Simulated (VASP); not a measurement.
# Br (I4/mmm) in VASP: a series of runs

Aim: see how the results for Br move with the level of theory and the settings. Levels: RPBE, revPBE. Tasks: single point.

Program: VASP 6.6.1. These are calculated values, not measurements. Logs are shortened: lines on timing, memory, paths and dates and some standing lists are left out, and cuts for length are marked.

### Step 1. The cell of the first run

It takes space group I4/mmm (No. 139, tetragonal). The conventional cell has a = 2.847 Å, b = 2.847 Å, c = 7.155 Å, α = 90.00°, β = 90.00°, γ = 90.00°. Br (site symmetry 4/mmm) has 4 Br at 2.85 Å within 3.8 Å.

### Step 2. Single point, RPBE

Input file POSCAR:

```
Br
1.0
    2.8469834100      0.0000000000      0.0000000000
    0.0000000000      2.8469834100      0.0000000000
    0.0000000000      0.0000000000      7.1550347400
Br
2
Direct
    0.0000000000      0.0000000000      0.0000000000
    0.5000000000      0.5000000000      0.5000000000
```

Input file INCAR.step1:

```
SYSTEM = Br
PREC = Accurate
ENCUT = 520
EDIFF = 1E-6
ISMEAR = -1
SIGMA = 0.05
LREAL = .False.
LASPH = .True.
NELM = 60
ALGO = Normal
ISIF = 2
LWAVE = .False.
LCHARG = .True.
GGA = RP
NBANDS = 14
```

Input file KPOINTS.step1:

```
Automatic mesh
0
Gamma
  8 8 3
  0 0 0
```

Input file INCAR.step2:

```
SYSTEM = Br
PREC = Accurate
ENCUT = 520
EDIFF = 1E-6
ISMEAR = -5
SIGMA = 0.05
LREAL = .False.
LASPH = .True.
NELM = 60
ALGO = Normal
ISIF = 2
LWAVE = .False.
LCHARG = .False.
GGA = RP
LORBIT = 11
NBANDS = 14
NEDOS = 1001
ICHARG = 11
```

Input file KPOINTS.step2:

```
Automatic mesh
0
Gamma
  12 12 5
  0 0 0
```

Potentials or basis: VASP PAW PBE potentials, release 64 (Br).

On the command line:

```sh
$ cat potpaw_PBE.64/Br/POTCAR > POTCAR
$ cp INCAR.step1 INCAR
$ cp KPOINTS.step1 KPOINTS
$ mpirun -np 1 vasp_std > vasp.out
$ cp INCAR.step2 INCAR
$ cp KPOINTS.step2 KPOINTS
$ mpirun -np 1 vasp_std > vasp.out
```

OUTCAR:

```text
SYSTEM = Br
   PREC = Accurate
   ENCUT = 520
   EDIFF = 1E-6
   ISMEAR = -5
   LREAL = .False.
   LASPH = .True.
   NELM = 60
   ISIF = 2
   GGA = RP
   LORBIT = 11
   ICHARG = 11

 ion  position               nearest neighbor table
   1  0.000  0.000  0.000-
   2  0.500  0.500  0.500-

  LATTYP: Found a simple tetragonal cell.
 ALAT       =     2.8469834100
 C/A-ratio  =     2.5131986069

  Lattice vectors:

 A1 = (   2.8469834100,   0.0000000000,   0.0000000000)
 A2 = (   0.0000000000,   2.8469834100,   0.0000000000)
 A3 = (   0.0000000000,   0.0000000000,   7.1550347400)

Analysis of symmetry for initial positions (statically):
=====================================================================
 Subroutine PRICEL returns following result:

  LATTYP: Found a body centered tetragonal cell.
 ALAT       =     2.8469834100
 C/A-ratio  =     2.5131986069

  Lattice vectors:

 A1 = (  -1.4234917050,   1.4234917050,   3.5775173700)
 A2 = (   1.4234917050,  -1.4234917050,   3.5775173700)
 A3 = (   1.4234917050,   1.4234917050,  -3.5775173700)

   2 primitive cells build up your supercell.

 Routine SETGRP: Setting up the symmetry group for a
 simple tetragonal supercell.

 Subroutine GETGRP returns: Found 16 space group operations
 (whereof 16 operations were pure point group operations)
 out of a pool of 16 trial point group operations.

The static configuration has the point symmetry D_4h.

Analysis of symmetry for dynamics (positions and initial velocities):
=====================================================================
 Subroutine PRICEL returns following result:

  LATTYP: Found a body centered tetragonal cell.
 ALAT       =     2.8469834100
 C/A-ratio  =     2.5131986069

  Lattice vectors:

 A1 = (  -1.4234917050,   1.4234917050,   3.5775173700)
 A2 = (   1.4234917050,  -1.4234917050,   3.5775173700)
 A3 = (   1.4234917050,   1.4234917050,  -3.5775173700)

   2 primitive cells build up your supercell.

 Routine SETGRP: Setting up the symmetry group for a
 simple tetragonal supercell.

 Subroutine GETGRP returns: Found 16 space group operations
 (whereof 16 operations were pure point group operations)
 out of a pool of 16 trial point group operations.

The dynamic configuration has the point symmetry D_4h.

 Subroutine INISYM returns: Found 16 space group operations
 (whereof 16 operations are pure point group operations),
 and found     2 'primitive' translations

----------------------------------------------------------------------------------------

                                     Primitive cell

  volume of cell :      28.9969

  direct lattice vectors                    reciprocal lattice vectors
    -1.423491705  1.423491705  3.577517370     0.000000000  0.351248973  0.139761725
     1.423491705 -1.423491705  3.577517370     0.351248973  0.000000000  0.139761725
     1.423491705  1.423491705 -3.577517370     0.351248973  0.351248973  0.000000000

  length of vectors
     4.105032010  4.105032010  4.105032010     0.378033307  0.378033307  0.496741062

  position of ions in fractional coordinates (direct lattice)
     0.000000000  0.000000000  0.000000000

  ion indices of the primitive-cell ions
   primitive index   ion index
                 1           1

----------------------------------------------------------------------------------------

 KPOINTS: Automatic mesh

Automatic generation of k-mesh.
 Grid dimensions read from file:
 generate k-points for:   12   12    5

 Generating k-lattice:

  Cartesian coordinates                     Fractional coordinates (reciprocal lattice)
     0.029270748  0.000000000  0.000000000     0.083333333  0.000000000  0.000000000
     0.000000000  0.029270748  0.000000000     0.000000000  0.083333333  0.000000000
     0.000000000  0.000000000  0.027952345     0.000000000  0.000000000  0.200000000

  Length of vectors
     0.029270748  0.029270748  0.027952345

  Shift w.r.t. Gamma in fractional coordinates (k-lattice)
     0.000000000  0.000000000  0.000000000

 TETIRR: Found   1086 inequivalent tetrahedra from     4320

 Subroutine IBZKPT returns following result:
 ===========================================

 Found     84 irreducible k-points:

 Following reciprocal coordinates:
            Coordinates               Weight
  0.000000  0.000000  0.000000      1.000000
  0.083333  0.000000  0.000000      4.000000
  0.166667  0.000000  0.000000      4.000000
  0.250000  0.000000  0.000000      4.000000
  0.333333  0.000000  0.000000      4.000000
  0.416667  0.000000  0.000000      4.000000
[... 16 lines left out ...]
  0.333333  0.333333  0.000000      4.000000
  0.416667  0.333333  0.000000      8.000000
 [... further k-points ...]
   k-points           NKPTS =     84   k-points in BZ     NKDIM =     84   number of bands    NBANDS=     14
   number of dos      NEDOS =   1001   number of ions     NIONS =      2
   total plane-waves  NPLWV =  31104
   dimension x,y,z NGX =    24 NGY =   24 NGZ =   54
   dimension x,y,z NGXF=    48 NGYF=   48 NGZF=  108
   ions per type =               2
   NGX,Y,Z   is equivalent  to a cutoff of  14.01, 14.01, 12.55 a.u.
   NGXF,Y,Z  is equivalent  to a cutoff of  28.03, 28.03, 25.09 a.u.
 SYSTEM =  Br
   PREC   = accura    normal or accurate (medium, high low for compatibility)
   ISTART =      0    job   : 0-new  1-cont  2-samecut
   ICHARG =     11    charge: 1-file 2-atom 10-const
   ISPIN  =      1    spin polarized calculation?
   LNONCOLLINEAR =      F non collinear calculations
   LSORBIT =      F    spin-orbit coupling
   LASPH  =      T    aspherical Exc in radial PAW
   ENCUT  =  520.0 eV  38.22 Ry    6.18 a.u.   5.29  5.29 13.30*2*pi/ulx,y,z
   NELM   =     60;   NELMIN=  2; NELMDL=  0     # of ELM steps
   EDIFF  = 0.1E-05   stopping-criterion for ELM
   LREAL  =      F    real-space projection
   EDIFFG = 0.1E-04   stopping-criterion for IOM
   NSW    =      0    number of steps for IOM
   IBRION =     -1    ionic relax: 0-MD 1-quasi-New 2-CG
   NFREE  =      0    steps in history (QN), initial steepest desc. (CG)
   ISIF   =      2    stress and relaxation
   ISYM   =      2    0-nonsym 1-usesym 2-fastsym
   POTIM  = 0.5000    time-step for ionic-motion
   TEBEG  =    0.0;   TEEND  =   0.0 temperature during run
   PSTRESS=    0.0 pullay stress
   NELECT =      14.0000    total number of electrons
   NUPDOWN=      -1.0000    fix difference up-down
   EMIN   =  10.00;   EMAX   =-10.00  energy-range for DOS
   EFERMI =   0.00;   METHOD = LEGACY
   ISMEAR =    -5;   SIGMA  =   0.05  broadening in eV -4-tet -1-fermi 0-gaus
   EFERMI_NEDOS =   21; number of points for ismear=-14 and -15
   IALGO  =     38    algorithm
   IMIX   =      4    mixing-type and parameters
     AMIX     =   0.40;   BMIX     =  1.00
     AMIX_MAG =   1.60;   BMIX_MAG =  1.00
  volume/ion in A,a.u.               =      29.00       195.68
  Fermi-wavevector in a.u.,A,eV,Ry     =   1.019351  1.926294 14.137486  1.039076
  Thomas-Fermi vector in A             =   2.152860
   LORBIT       =     11    0 simple, 1 ext, 2 COOP (PROOUT), +10 PAW based schemes
   GGA     = RP    functional components
   LHFCALC =     F    Hartree Fock is set to
   AEXX    =    0.0000 exact exchange contribution
   IVDW    =     0    specifies the selected vdW correction
   LEPSILON=     F    determine dielectric tensor
   LRPA    =     F    only Hartree local field effects (RPA)
 non-spin polarized calculation
 Fermi weights with tetrahedron method with Bloechl corrections
  energy-cutoff  :      520.00
  volume of cell :       57.99
 maximum number of plane-waves:      1584
 NGX is ok and might be reduce to    24

 number of electron      13.9999994 magnetization

 Free energy of the ion-electron system (eV)
  ---------------------------------------------------
  ext. energy  EPLUGINS =         0.00000000
  ---------------------------------------------------
  free energy    TOTEN  =        -2.28376864 eV

  energy without entropy =       -2.28376864  energy(sigma->0) =       -2.28376864

 E-fermi :   1.5275     XC(G=0):  -8.3820

 val. band max:        1.7437060861   @ k =   0.0833   0.0833   0.4000
 cond. band min:       1.6254788363   @ k =   0.0833   0.0000   0.0000
 fundamental gap:     -0.1182272498
 Fermi energy:         1.5275429239

 k-point     1 :       0.0000    0.0000    0.0000
  band No.  band energies     occupation
      1     -14.6996      2.00000
      2     -14.4618      2.00000
      3      -2.8724      2.00000
      4      -0.7749      2.00000
      5       2.3371      0.00000
      6       2.3371      0.00000
      7       2.4991      0.00000
      8       2.4991      0.00000
      9       7.3028      0.00000
     10      10.8634      0.00000
     11      11.0251      0.00000
     12      11.3705      0.00000
     13      11.9576      0.00000
     14      13.6285      0.00000

 k-point     2 :       0.0833    0.0000    0.0000
  band No.  band energies     occupation
      1     -14.6175      2.00000
      2     -14.3834      2.00000
      3      -2.7788      2.00000
      4      -0.7163      2.00000
      5       1.6255      0.70447
      6       1.7925      0.52125
      7       2.3962      0.00000
      8       2.5545      0.00000
      9       7.4714      0.00000
     10      11.0432      0.00000
     11      11.6812      0.00000
     12      11.8540      0.00000
     13      12.6323      0.00000
     14      13.4371      0.00000

 k-point     3 :       0.1667    0.0000    0.0000
  band No.  band energies     occupation
      1     -14.3807      2.00000
      2     -14.1583      2.00000
      3      -2.5045      2.00000
      4      -0.5561      2.00000
      5       0.0883      2.15194
      6       0.2614      2.14204
      7       2.5633      0.00000
      8       2.7102      0.00000
      9       7.8921      0.00000
     10      11.3527      0.00000
     11      12.0332      0.00000
     12      12.8059      0.00000
     13      13.3118      0.00000
     14      13.8524      0.00000

 k-point     4 :       0.2500    0.0000    0.0000
  band No.  band energies     occupation
      1     -14.0202      2.00000
      2     -13.8213      2.00000
      3      -2.0719      2.00000
      4      -1.5591      2.00000
      5      -1.3933      2.00000
      6      -0.3462      2.00000
      7       2.8074      0.00000
      8       2.9336      0.00000
      9       8.5285      0.00000
     10      11.4160      0.00000
     11      11.7711      0.00000
     12      11.8380      0.00000
     13      12.4919      0.00000
     14      15.4069      0.00000

 k-point     5 :       0.3333    0.0000    0.0000
  band No.  band energies     occupation
      1     -13.5998      2.00000
      2     -13.4424      2.00000
      3      -2.9676      2.00000
      4      -2.8304      2.00000
      5      -1.5264      2.00000
      6      -0.1822      2.00000
      7       3.0749      0.00000
      8       3.1694      0.00000
      9       9.3890      0.00000
     10      10.0035      0.00000
     11      10.6128      0.00000
[... 276 lines left out ...]
 k-point    22 :       0.5000    0.2500    0.0000
  band No.  band energies     occupation
      1     -12.3986      2.00000
      2     -12.3986      2.00000
      3      -3.6020      2.00000
      4      -3.6020      2.00000
      5      -0.1471      2.00000
      6      -0.1471      2.00000
      7       0.1368      2.00000
      8       0.1368      2.00000
      9       9.8037      0.00000
     10       9.8037      0.00000
     11       9.9043      0.00000
     12       9.9043      0.00000
     13      13.5476      0.00000
     14      13.5476      0.00000

 k-point    23 :       0.3333    0.3333    0.0000
  band No.  band energies     occupation
      1     -12.5253      2.00000
      2     -12.4214      2.00000
      3      -2.0559      2.00000
      4      -1.9743      2.00000
      5      -1.8826      2.00000
      6      -1.7883      2.00000
      7      -0.3292      2.00000
      8       0.5145      2.00000
      9       9.4592      0.00000
     10       9.8465      0.00000
     11      10.6202      0.00000
     12      10.9906      0.00000
     13      12.2177      0.00000
     14      12.4112      0.00000

 k-point    24 :       0.4167    0.3333    0.0000
  band No.  band energies     occupation
      1     -12.1701      2.00000
      2     -12.1106      2.00000
      3      -2.9150      2.00000
      4      -2.8636      2.00000
      5      -1.6441      2.00000
      6      -1.5938      2.00000
      7       0.1402      2.00000
      8       0.6118      2.00000
      9       8.7326      0.00000
     10       8.8641      0.00000
     11      10.2540      0.00000
     12      10.3578      0.00000
     13      13.0418      0.00000
     14      13.0441      0.00000

 [... further k-points ...]

------------------------ aborting loop because EDIFF is reached ----------------------------------------

  FORCE on cell =-STRESS in cart. coord.  units (eV):
  Direction    XX          YY          ZZ          XY          YZ          ZX
  --------------------------------------------------------------------------------------
  -------------------------------------------------------------------------------------
  Total        1.1484657      1.1484657      1.1831608      0.0000000      0.0000000     -0.0000000
  in kB       31.7283135     31.7283135     32.6868246      0.0000000      0.0000000     -0.0000000
  external PRESSURE =      32.0478172 kB  Pullay stress =       0.0000000 kB

 VOLUME and BASIS-vectors are now :
 -----------------------------------------------------------------------------
  energy-cutoff  :      520.00
  volume of cell :       57.99
      direct lattice vectors                 reciprocal lattice vectors
     2.846983410  0.000000000  0.000000000     0.351248973  0.000000000  0.000000000
     0.000000000  2.846983410  0.000000000     0.000000000  0.351248973  0.000000000
     0.000000000  0.000000000  7.155034740     0.000000000  0.000000000  0.139761725

 POSITION                                       TOTAL-FORCE (eV/Angst)
 -----------------------------------------------------------------------------------
      0.00000      0.00000      0.00000        -0.000000     -0.000000     -0.000000
      1.42349      1.42349      3.57752         0.000000      0.000000      0.000000
 -----------------------------------------------------------------------------------
    total drift:                               -0.000000      0.000000      0.000000

  FREE ENERGIE OF THE ION-ELECTRON SYSTEM (eV)
  ---------------------------------------------------
  free  energy   TOTEN  =        -2.2837686388 eV

  energy  without entropy=       -2.2837686388  energy(sigma->0) =       -2.28376864

 total charge

# of ion       s       p       d       tot
------------------------------------------
    1        1.654   3.043   0.030   4.727
    2        1.654   3.043   0.030   4.727
--------------------------------------------------
tot          3.309   6.085   0.060   9.454
```

It took 40 s on 1 thread of AMD EPYC 7R43 (Zen 3), shared host; peak memory 0.16 GiB.

What came out:

| Item | Value |
| --- | --- |
| Valence electrons inside the program's atomic spheres | Br 4.73 |

Levels at points of the mesh, in eV from the Fermi level:
| k point | band 6 | band 7 | band 8 | band 9 | band 10 | band 11 |
| --- | --- | --- | --- | --- | --- | --- |
| (0.00, 0.00, 0.00) | 0.81 | 0.97 | 0.97 | 5.78 | 9.34 | 9.50 |
| (0.50, 0.00, 0.00) | -1.99 | 1.87 | 1.87 | 7.58 | 7.58 | 10.22 |
| (0.50, 0.50, 0.00) | -4.18 | -0.64 | -0.64 | 5.62 | 5.62 | 8.48 |

Caveat: the PAW data sets were made with another functional, which shifts forces and pressure a little; this functional lacks dispersion, which binds the layers, so the pressure and a relaxed spacing across them are unreliable; tetrahedron occupations give inexact forces and stress in metals.

[end of part 1 of 2]
